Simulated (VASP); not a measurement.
A run of VASP 6.6.1 is set up as follows.

The input INCAR:

```
  PREC = Accurate
  ENCUT = 520
  EDIFF = 1E-6
  ISMEAR = 0
  SIGMA = 0.02
  LREAL = False
  LASPH = True
  NELM = 150
  ALGO = Normal
  ISIF = 2
  LWAVE = False
  LCHARG = True
  ISPIN = 2
  MAGMOM = 1 0
  LORBIT = 11
  LMAXMIX = 4
  LDAU = True
  LDAUTYPE = 2
  LDAUL = 2 -1
  LDAUU = 6.2 0
  LDAUJ = 0 0
  LDAUPRINT = 1
  GGA = PE
  LELF = True
  LVHAR = True
  NBANDS = 21
```

The input KPOINTS:

```
Automatic mesh
0
Gamma
  10 10 10
```

Contents of POSCAR:

```
WO
1.0
    0.0000000000      2.5497451025      2.5497451025
    2.5497451025      0.0000000000      2.5497451025
    2.5497451025      2.5497451025      0.0000000000
W O
1 1
Direct
    0.0000000000      0.0000000000      0.0000000000
    0.2500000000      0.2500000000      0.2500000000
```

Potentials or basis: VASP PAW PBE potentials, release 64 (W_sv, O).

Run with:

```console
$ cat potpaw_PBE.64/W_sv/POTCAR potpaw_PBE.64/O/POTCAR > POTCAR
$ mpirun -np 1 vasp_std > vasp.out
```

Question: What does it give for the band gap on the k mesh?

Answer: 0.70 eV, indirect (least direct gap 1.04 eV).

Question: What does it give for the pressure?

Answer: -19.0 GPa.

Question: Estimate the net moment.

Answer: 2.00 μB per cell.

Question: Predict the site moments.

Answer: W +1.76; O -0.00 μB.

Eigenvalues of the final occupation matrices:
| site | spin | trace | eigenvalues |
| --- | --- | --- | --- |
| site 1 d | 1 | 2.36 | 0.24 0.24 0.24 0.82 0.82 |
| site 1 d | 2 | 0.62 | 0.03 0.03 0.19 0.19 0.19 |

Caveat: spin-orbit coupling is left out, which moves the levels of the heavy elements. The state reached can hang on the start; a lower one may exist.
